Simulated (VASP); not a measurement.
MgCd2Te3:

```
Mg Cd Te
1.0
     6.36581    0.00000    0.00000
    -3.18290    5.51295    0.00000
     0.00000    0.00000    5.24536
Mg Cd Te
1 2 3
Direct
  0.00000 0.00000 0.00000
  0.33333 0.66667 0.00000
  0.66667 0.33333 0.00000
  0.50000 0.00000 0.50000
  0.00000 0.50000 0.50000
  0.50000 0.50000 0.50000
```

The cell was built from a structure type or drawn by symmetry, and may not be a known phase.

| Quantity | Value |
| --- | --- |
| Program | VASP 6.6.1 |
| Task | relaxation of cell and atoms |
| Functional | PBE |
| Potentials or basis | VASP PAW PBE potentials, release 64 (Mg, Cd, Te) |
| Cutoff | 600 eV |
| k mesh | 6 × 6 × 8 |
| Occupations | gaussian, width 0.1 eV |
| Spin | no spin polarisation |

At the start: pressure 1.5 GPa; volume 30.68 Å³/atom.

Task: Where does the relaxation end?

Result: Over 8 steps the energy falls by 23.5 meV/atom and the volume is 31.99 Å³/atom (+4.3 %); space group P6/mmm (No. 191, to 0.1 Å) before and after.

The path:
```tsv
step	energy change (eV)	largest force (eV/Å)	pressure (GPa)	volume (Å³)
1	0.0000	0.0000	1.51	184.08
2	-0.0765	0.0000	-0.11	191.85
3	-0.0836	0.0000	-0.69	195.23
4	-0.1221	0.0000	-0.48	194.04
5	-0.1400	0.0000	-0.18	192.81
6	-0.1412	0.0000	-0.06	192.38
7	-0.1411	0.0000	-0.07	192.44
8	-0.1412	0.0000	0.01	191.95
```

Final structure:
```cif
data_structure
_symmetry_space_group_name_H-M 'P 1'
_symmetry_Int_Tables_number 1
_cell_length_a 6.6681
_cell_length_b 6.6681
_cell_length_c 4.9849
_cell_angle_alpha 90.000
_cell_angle_beta 90.000
_cell_angle_gamma 120.000
_cell_volume 191.95
loop_
_atom_site_label
_atom_site_type_symbol
_atom_site_fract_x
_atom_site_fract_y
_atom_site_fract_z
_atom_site_occupancy
Mg1 Mg 0.00000 0.00000 0.00000 1
Cd1 Cd 0.33333 0.66667 0.00000 1
Cd2 Cd 0.66667 0.33333 0.00000 1
Te1 Te 0.50000 0.00000 0.50000 1
Te2 Te 0.00000 0.50000 0.50000 1
Te3 Te 0.50000 0.50000 0.50000 1
```
